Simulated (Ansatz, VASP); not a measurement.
**One calculation of Os, two programs**

```
Os
1.0
     5.03678    0.00000    0.00000
     0.00000    4.58172    0.00000
    -1.36431    0.00000    4.87779
Os
8
Direct
  0.86208 0.15804 0.13870
  0.13792 0.65804 0.36130
  0.13792 0.84196 0.86130
  0.86208 0.34196 0.63870
  0.39333 0.16179 0.29600
  0.60667 0.66179 0.20400
  0.60667 0.83821 0.70400
  0.39333 0.33821 0.79600
```

Alike in both runs: task single point; functional PBE; k mesh 6 × 6 × 6; occupations fermi-dirac, width 0.05 eV; no spin polarisation.

|  | VASP | Ansatz |
| --- | --- | --- |
| version | VASP 6.6.1 | Ansatz 0.2.0 |
| potentials or method | VASP PAW PBE potentials, release 64 (Os) | Ansatz PAW |
| plane-wave cutoff (eV) | 520 | 420 |
| valence electrons in the cell | 64 | 128 |

|  | VASP | Ansatz | Ansatz less VASP |
| --- | --- | --- | --- |
| gap on the k mesh at the Fermi level (eV) | none | none | - |
| pressure (GPa) | 21.6 | 21.3 | -0.21 |
| traceless stress, the component that is largest in VASP (GPa) | 0.91 | 0.95 | +0.040 |
| rms of the force components (eV/Å) | 0.096 | 0.089 | -0.0073 |

Atom by atom the forces differ by 0.014 eV/Å (rms over components). A gap of «none» marks a metal or a gap that the smearing closes. The functional is the same, so the differences come from potentials, cutoffs and numerics. VASP's potentials hold 64 valence electrons a cell and Ansatz's 128, so a difference there can come from the potentials and not from the codes.

Neither program's run includes spin-orbit coupling.
